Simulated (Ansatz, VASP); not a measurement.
# Two plane-wave programs on MgO

```
CELL_PARAMETERS angstrom
3.02616 0.00000 0.00000
-1.51308 2.62073 0.00000
0.00000 0.00000 2.63948
ATOMIC_POSITIONS crystal
Mg 0.00000 0.00000 0.00000
O 0.33333 0.66667 0.50000
```

Change from the starting cell: strain +0.030 along x and y, -0.015 along z, atoms carried along.

Alike in both runs: task single point; functional LDA; k mesh 9 × 9 × 8; occupations gaussian, width 0.05 eV; no spin polarisation.

```csv
,VASP,Ansatz
version,VASP 6.6.1,Ansatz 0.2.0
potentials or method,"VASP PAW LDA potentials, release 64 (Mg_sv, O), cutoff 750 eV","scalar-relativistic, plane waves, PAW"
valence electrons in the cell,16,16
```

Ansatz gave:

```
gap on the k mesh at the Fermi level (eV)                     : 2.34
least direct gap on the mesh (eV)                             : 2.65
pressure (GPa)                                                : -13.1
traceless stress, the component that is largest in VASP (GPa) : 12.88
```

Problem. What did VASP give for the same quantities?

Solution. gap on the k mesh at the Fermi level (eV): 2.35; least direct gap on the mesh (eV): 2.67; pressure (GPa): -13.3; traceless stress, the component that is largest in VASP (GPa): 12.96.

LDA's correlation is that of Perdew and Zunger in VASP and of Perdew and Wang (1992) in Ansatz.
